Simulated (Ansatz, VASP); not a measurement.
Two plane-wave programs on LiH4BrO2

```
CELL_PARAMETERS angstrom
5.30010 0.00000 0.00000
2.64598 5.82412 0.00000
0.88667 2.71533 5.73390
ATOMIC_POSITIONS crystal
Li 0.30640 0.38535 0.48033
Li 0.69360 0.61465 0.51967
H 0.03122 0.86180 0.27785
H 0.96878 0.13820 0.72215
H 0.79651 0.34662 0.28165
H 0.20349 0.65338 0.71835
H 0.58486 0.61532 0.13142
H 0.41514 0.38468 0.86858
H 0.92654 0.76563 0.13429
H 0.07346 0.23437 0.86571
Br 0.24927 0.12358 0.22848
Br 0.75073 0.87642 0.77152
O 0.98427 0.72131 0.29385
O 0.01573 0.27869 0.70615
O 0.61682 0.47803 0.29001
O 0.38318 0.52197 0.70999
```

Alike in both runs: functional PBE; k mesh 5 × 4 × 4; occupations fermi-dirac, width 0.02 eV; no spin polarisation.

Ansatz relaxed the structure, and its values are those at the end. VASP's run is a single point on that final structure, the one shown.

```csv
,VASP,Ansatz
version,VASP 6.6.1,Ansatz 0.2.0
potentials or method,"VASP PAW PBE potentials, release 64 (Li_sv, H_h, Br, O_h)","plane-wave PAW, scalar-relativistic"
plane-wave cutoff (eV),910,420
valence electrons in the cell,52,52
```

```csv
,VASP,Ansatz,Ansatz less VASP
gap on the k mesh at the Fermi level (eV),4.51,4.50,-0.003
rms of the force components (eV/Å),0.006,0.002,-0.0035
```

Ansatz's warnings: stress scf threshold loose.

Noted on VASP's run: the cutoff is under 1.25 times that of the potentials, so the pressure is a little rough.
